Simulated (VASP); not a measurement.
# Sb (Pm-3m) in VASP: notebook, part 2 of 2

VASP 6.6.1. Earlier steps stand in the parts before.

## (3) Single point, PBE

This run uses another cell than the first one, of 32.82 Å³/atom, 1.040 times its volume.

Input file INCAR:

```
PREC = Accurate ; ENCUT = 500
EDIFF = 1E-6 ; ISMEAR = -1
SIGMA = 0.05 ; LREAL = False
LASPH = True ; NELM = 120
ALGO = Normal ; ISIF = 2
LWAVE = False ; LCHARG = True
GGA = PE ; LELF = True
LVHAR = True ; NBANDS = 8
GGA_COMPAT = False
```

Input file KPOINTS:

```
Automatic mesh
0
Gamma
  8 8 8
```

Input file POSCAR:

```
Sb
1.0
    3.2015837161      0.0000000000      0.0000000000
    0.0000000000      3.2015837161      0.0000000000
    0.0000000000      0.0000000000      3.2015837161
Sb
1
Direct
    0.0000000000      0.0000000000      0.0000000000
```

Potentials or basis: VASP PAW PBE potentials, release 64 (Sb).

Run with:

```console
cat potpaw_PBE.64/Sb/POTCAR > POTCAR
mpirun -np 1 vasp_std > vasp.out
```

OUTCAR:

```text
PREC = Accurate
   ENCUT = 500
   EDIFF = 1E-6
   ISMEAR = -1
   LREAL = False
   LASPH = True
   NELM = 120
   ISIF = 2
   GGA = PE

 ion  position               nearest neighbor table
   1  0.000  0.000  0.000-

  LATTYP: Found a simple cubic cell.
 ALAT       =     3.2015837161

  Lattice vectors:

 A1 = (   3.2015837161,   0.0000000000,   0.0000000000)
 A2 = (   0.0000000000,   3.2015837161,   0.0000000000)
 A3 = (   0.0000000000,   0.0000000000,   3.2015837161)

Analysis of symmetry for initial positions (statically):
=====================================================================
 Subroutine PRICEL returns:
 Original cell was already a primitive cell.

 Routine SETGRP: Setting up the symmetry group for a
 simple cubic supercell.

 Subroutine GETGRP returns: Found 48 space group operations
 (whereof 48 operations were pure point group operations)
 out of a pool of 48 trial point group operations.

The static configuration has the point symmetry O_h .

Analysis of symmetry for dynamics (positions and initial velocities):
=====================================================================
 Subroutine PRICEL returns:
 Original cell was already a primitive cell.

 Routine SETGRP: Setting up the symmetry group for a
 simple cubic supercell.

 Subroutine GETGRP returns: Found 48 space group operations
 (whereof 48 operations were pure point group operations)
 out of a pool of 48 trial point group operations.

The dynamic configuration has the point symmetry O_h .

 Subroutine INISYM returns: Found 48 space group operations
 (whereof 48 operations are pure point group operations),
 and found     1 'primitive' translations

----------------------------------------------------------------------------------------

                                     Primitive cell

  volume of cell :      32.8167

  direct lattice vectors                    reciprocal lattice vectors
     3.201583716  0.000000000  0.000000000     0.312345417  0.000000000  0.000000000
     0.000000000  3.201583716  0.000000000     0.000000000  0.312345417  0.000000000
     0.000000000  0.000000000  3.201583716     0.000000000  0.000000000  0.312345417

  length of vectors
     3.201583716  3.201583716  3.201583716     0.312345417  0.312345417  0.312345417

  position of ions in fractional coordinates (direct lattice)
     0.000000000  0.000000000  0.000000000

  ion indices of the primitive-cell ions
   primitive index   ion index
                 1           1

----------------------------------------------------------------------------------------

 KPOINTS: Automatic mesh

Automatic generation of k-mesh.
 Grid dimensions read from file:
 generate k-points for:    8    8    8

 Generating k-lattice:

  Cartesian coordinates                     Fractional coordinates (reciprocal lattice)
     0.039043177  0.000000000  0.000000000     0.125000000  0.000000000  0.000000000
     0.000000000  0.039043177  0.000000000     0.000000000  0.125000000  0.000000000
     0.000000000  0.000000000  0.039043177     0.000000000  0.000000000  0.125000000

  Length of vectors
     0.039043177  0.039043177  0.039043177

  Shift w.r.t. Gamma in fractional coordinates (k-lattice)
     0.000000000  0.000000000  0.000000000

 Subroutine IBZKPT returns following result:
 ===========================================

 Found     35 irreducible k-points:

 Following reciprocal coordinates:
            Coordinates               Weight
  0.000000  0.000000  0.000000      1.000000
  0.125000  0.000000  0.000000      6.000000
  0.250000  0.000000  0.000000      6.000000
  0.375000  0.000000  0.000000      6.000000
  0.500000  0.000000  0.000000      3.000000
  0.125000  0.125000  0.000000     12.000000
[... 16 lines left out ...]
  0.375000  0.375000  0.125000     24.000000
  0.500000  0.375000  0.125000     24.000000
 [... further k-points ...]
   k-points           NKPTS =     35   k-points in BZ     NKDIM =     35   number of bands    NBANDS=      8
   number of dos      NEDOS =    301   number of ions     NIONS =      1
   total plane-waves  NPLWV =  13824
   dimension x,y,z NGX =    24 NGY =   24 NGZ =   24
   dimension x,y,z NGXF=    48 NGYF=   48 NGZF=   48
   ions per type =               1
   NGX,Y,Z   is equivalent  to a cutoff of  12.46, 12.46, 12.46 a.u.
   NGXF,Y,Z  is equivalent  to a cutoff of  24.92, 24.92, 24.92 a.u.
 SYSTEM =  unknown system
   PREC   = accura    normal or accurate (medium, high low for compatibility)
   ISTART =      0    job   : 0-new  1-cont  2-samecut
   ICHARG =      2    charge: 1-file 2-atom 10-const
   ISPIN  =      1    spin polarized calculation?
   LNONCOLLINEAR =      F non collinear calculations
   LSORBIT =      F    spin-orbit coupling
   LASPH  =      T    aspherical Exc in radial PAW
   ENCUT  =  500.0 eV  36.75 Ry    6.06 a.u.   5.84  5.84  5.84*2*pi/ulx,y,z
   NELM   =    120;   NELMIN=  2; NELMDL= -5     # of ELM steps
   EDIFF  = 0.1E-05   stopping-criterion for ELM
   LREAL  =      F    real-space projection
   EDIFFG = 0.1E-04   stopping-criterion for IOM
   NSW    =      0    number of steps for IOM
   IBRION =     -1    ionic relax: 0-MD 1-quasi-New 2-CG
   NFREE  =      0    steps in history (QN), initial steepest desc. (CG)
   ISIF   =      2    stress and relaxation
   ISYM   =      2    0-nonsym 1-usesym 2-fastsym
   POTIM  = 0.5000    time-step for ionic-motion
   TEBEG  =    0.0;   TEEND  =   0.0 temperature during run
   PSTRESS=    0.0 pullay stress
   NELECT =       5.0000    total number of electrons
   NUPDOWN=      -1.0000    fix difference up-down
   EMIN   =  10.00;   EMAX   =-10.00  energy-range for DOS
   EFERMI =   0.00;   METHOD = LEGACY
   ISMEAR =    -1;   SIGMA  =   0.05  broadening in eV -4-tet -1-fermi 0-gaus
   EFERMI_NEDOS =   21; number of points for ismear=-14 and -15
   IALGO  =     38    algorithm
   IMIX   =      4    mixing-type and parameters
     AMIX     =   0.40;   BMIX     =  1.00
     AMIX_MAG =   1.60;   BMIX_MAG =  1.00
  volume/ion in A,a.u.               =      32.82       221.46
  Fermi-wavevector in a.u.,A,eV,Ry     =   0.874380  1.652338 10.402192  0.764540
  Thomas-Fermi vector in A             =   1.993902
   LORBIT       =      0    0 simple, 1 ext, 2 COOP (PROOUT), +10 PAW based schemes
   GGA     = PE    functional components
   LHFCALC =     F    Hartree Fock is set to
   AEXX    =    0.0000 exact exchange contribution
   IVDW    =     0    specifies the selected vdW correction
   LEPSILON=     F    determine dielectric tensor
   LRPA    =     F    only Hartree local field effects (RPA)
 non-spin polarized calculation
  energy-cutoff  :      500.00
  volume of cell :       32.82
 maximum number of plane-waves:       856
 NGX is ok and might be reduce to    24

 number of electron       5.0000001 magnetization

 Free energy of the ion-electron system (eV)
  ---------------------------------------------------
  ext. energy  EPLUGINS =         0.00000000
  ---------------------------------------------------
  free energy    TOTEN  =        -4.04438807 eV

  energy without entropy =       -4.03695374  energy(sigma->0) =       -4.04067090

 E-fermi :   5.9378     XC(G=0):  -9.2251

 val. band max:        5.9294018358   @ k =   0.3750   0.2500   0.1250
 cond. band min:       6.1141057635   @ k =   0.2500   0.2500   0.2500
 fundamental gap:      0.1847039277
 Fermi energy:         5.9378194654

 k-point     1 :       0.0000    0.0000    0.0000
  band No.  band energies     occupation
      1      -5.7106      2.00000
      2       9.0067      0.00000
      3       9.0067      0.00000
      4       9.0067      0.00000
      5      12.8180      0.00000
      6      12.8180      0.00000
      7      13.6775      0.00000
      8      23.0703      0.00000

 k-point     2 :       0.1250    0.0000    0.0000
  band No.  band energies     occupation
      1      -5.5078      2.00000
      2       7.0181      0.00000
      3       9.1999      0.00000
      4       9.1999      0.00000
      5      12.9884      0.00000
      6      13.5106      0.00000
      7      15.4691      0.00000
      8      21.5036      0.00000
[... 221 lines left out ...]
 k-point    23 :       0.3750    0.3750    0.1250
  band No.  band energies     occupation
      1      -2.2796      2.00000
      2       3.5549      2.00000
      3       3.7822      2.00000
      4       9.9299      0.00000
      5      10.3668      0.00000
      6      16.0607      0.00000
      7      16.4403      0.00000
      8      18.7764      0.00000

 k-point    24 :       0.5000    0.3750    0.1250
  band No.  band energies     occupation
      1      -1.7658      2.00000
      2       2.6646      2.00000
      3       4.0656      2.00000
      4       9.5084      0.00000
      5      10.3636      0.00000
      6      15.5256      0.00000
      7      16.7378      0.00000
      8      19.2945      0.00000

 [... further k-points ...]
[... 5 lines left out ...]
  --------------------------------------------------------------------------------------
  -------------------------------------------------------------------------------------
  Total       -0.8066572     -0.8066572     -0.8066572     -0.0000000      0.0000000      0.0000000
  in kB      -39.3826548    -39.3826548    -39.3826548     -0.0000000      0.0000000      0.0000000
  external PRESSURE =     -39.3826548 kB  Pullay stress =       0.0000000 kB

 VOLUME and BASIS-vectors are now :
 -----------------------------------------------------------------------------
  energy-cutoff  :      500.00
  volume of cell :       32.82
      direct lattice vectors                 reciprocal lattice vectors
     3.201583716  0.000000000  0.000000000     0.312345417  0.000000000  0.000000000
     0.000000000  3.201583716  0.000000000     0.000000000  0.312345417  0.000000000
     0.000000000  0.000000000  3.201583716     0.000000000  0.000000000  0.312345417

 POSITION                                       TOTAL-FORCE (eV/Angst)
 -----------------------------------------------------------------------------------
      0.00000      0.00000      0.00000         0.000000      0.000000      0.000000
 -----------------------------------------------------------------------------------
    total drift:                               -0.000000      0.000000      0.000000

  FREE ENERGIE OF THE ION-ELECTRON SYSTEM (eV)
  ---------------------------------------------------
  free  energy   TOTEN  =        -4.0443880693 eV

  energy  without entropy=       -4.0369537373  energy(sigma->0) =       -4.04067090
```

Run time: 5.8 s. Hardware: 1 thread of Intel Xeon 6975P-C (Granite Rapids), shared host; peak memory 0.13 GiB.

What came out:

```yaml
Free_energy: -4.0444 eV
Pressure: -3.9 GPa
```

Caveat: spin-orbit coupling is left out, which moves the levels of the heavy elements.

## (4) Single point, PBE0+D3(BJ), collinear spin, ferromagnetic start

Input file POSCAR:

```
Sb
1.0
    3.1600000000      0.0000000000      0.0000000000
    0.0000000000      3.1600000000      0.0000000000
    0.0000000000      0.0000000000      3.1600000000
Sb
1
Direct
    0.0000000000      0.0000000000      0.0000000000
```

Input file INCAR.step1:

```
ALGO = Normal
EDIFF = 1E-5
ENCUT = 400
GGA = PE
GGA_COMPAT = False
ISIF = 2
ISMEAR = 0
ISPIN = 2
LASPH = True
LORBIT = 11
LREAL = False
LWAVE = True
MAGMOM = -4
NBANDS = 12
NELM = 200
PREC = Accurate
SIGMA = 0.025
```

Input file INCAR.step2:

```
AEXX = 0.25
ALGO = Normal
EDIFF = 1E-6
ENCUT = 400
GGA = PE
GGA_COMPAT = False
ISIF = 2
ISMEAR = 0
ISPIN = 2
ISTART = 1
IVDW = 12
LASPH = True
LCHARG = True
LELF = True
LHFCALC = True
LORBIT = 11
LREAL = False
LVHAR = True
LWAVE = False
MAGMOM = -4
NBANDS = 12
NELM = 200
PREC = Accurate
PRECFOCK = Normal
SIGMA = 0.025
```

Input file KPOINTS:

```
Automatic mesh
0
Gamma
  5 5 5
  0.5 0.5 0.5
```

Run with:

```console
cat potpaw_PBE.64/Sb/POTCAR > POTCAR
cp INCAR.step1 INCAR
mpirun -np 1 vasp_std > vasp.out
cp INCAR.step2 INCAR
mpirun -np 1 vasp_std > vasp.out
```

It took 2.5 min on 1 thread of Intel Xeon 6975P-C (Granite Rapids), shared host; peak memory 0.16 GiB.

It converged, with:

| Property | Result |
| --- | --- |
| Free energy | -6.0603 eV |
| Pressure | -9.3 GPa |
| Net moment | -0.01 μB per cell |
| Valence electrons inside the program's atomic spheres | Sb 2.49 |
| Dispersion energy per atom | -0.502 eV |

Levels at points of the mesh, in eV from the Fermi level:
Spin up:
| k point | band 1 | band 2 | band 3 | band 4 | band 5 | band 6 |
| --- | --- | --- | --- | --- | --- | --- |
| (0.50, 0.50, 0.50) | -5.43 | -2.05 | -2.05 | -2.05 | 5.76 | 5.76 |
Spin down:
```
           k point  band 1  band 2  band 3  band 4  band 5  band 6  band 7  band 8
(0.50, 0.50, 0.50)   -5.44   -2.07   -2.07   -2.07    5.76    5.76    5.76    8.10
```

Caveat: the k points lie up to 0.40 Å⁻¹ apart; the PAW data sets were made with another functional, which shifts forces and pressure a little; spin-orbit coupling is left out, which moves the levels of the heavy elements; pairwise dispersion overbinds metals, which lowers pressure and volume.

## (5) Single point, BLYP, non-collinear spin, zero start, spin-orbit coupling

Input file INCAR:

```
SYSTEM = Sb
AGGAC = 1.0
AGGAX = 1.0
ALDAC = 0.0
ALDAX = 1.0
ALGO = Normal
EDIFF = 1E-6
ENCUT = 500
GGA = B5
GGA_COMPAT = .FALSE.
ISIF = 2
ISMEAR = -1
LASPH = .TRUE.
LCHARG = .TRUE.
LORBIT = 11
LORBMOM = .TRUE.
LREAL = .FALSE.
LSORBIT = .TRUE.
LVHAR = .TRUE.
LWAVE = .FALSE.
MAGMOM = 0 0 0
NBANDS = 16
NELM = 200
PREC = Accurate
SIGMA = 0.1
```

Input file KPOINTS:

```
k-points
0
G
  8 8 8
  0 0 0
```

POSCAR is that of step 4.

Run with:

```console
cat potpaw_PBE.64/Sb/POTCAR > POTCAR
mpirun -np 1 vasp_ncl > vasp.out
```

Wall time 41 s (1 thread of Intel Xeon 8259CL, shared host); peak memory 0.2 GiB.

The run converged. Its results:

```
Free energy                                           : -3.3925 eV
Pressure                                              : 2.1 GPa
Net moment                                            : 0.00 μB per cell
Valence electrons inside the program's atomic spheres : Sb 2.40
```

Moments on the atoms (μB; x, y, z):
```
Sb  0.00 0.00 0.00
```

Caveat: the PAW data sets were made with another functional, which shifts forces and pressure a little.

## (6) Summary

```tsv
level	potentials or basis	spin	cell	k mesh	cutoff (eV)	smearing	grid for exact exchange (PRECFOCK)	gap on the mesh (eV)	pressure (GPa)	moment (μB)
LDA	VASP PAW LDA potentials, release 64 (Sb)	off	a = 3.160 Å, 1 atom	8 × 8 × 8	500	tetrahedron	-	none	-6.2	-
PBE	VASP PAW PBE potentials, release 64 (Sb)	off	a = 3.202 Å, 1 atom	8 × 8 × 8	500	fermi-dirac 0.05 eV	-	none	-3.9	-
PBE0+D3(BJ)	VASP PAW PBE potentials, release 64 (Sb)	collinear, ferromagnetic start	a = 3.160 Å, 1 atom	5 × 5 × 5, shifted	400	gaussian 0.025 eV	Normal	none	-9.3	0.01
BLYP	VASP PAW PBE potentials, release 64 (Sb)	non-collinear, zero start, SOC	a = 3.160 Å, 1 atom	8 × 8 × 8	500	fermi-dirac 0.1 eV	-	-	2.1	0.00
```

Alike in all rows: task single point.

Caveats: some runs use coarse meshes; spin-orbit coupling is left out, which moves the levels of the heavy elements (some runs); the PAW data sets were made with another functional, which shifts forces and pressure a little (some runs); pairwise dispersion overbinds metals, which lowers pressure and volume (some runs).

Total energies depend on the potentials used, so only differences within one code and one set of settings carry meaning.
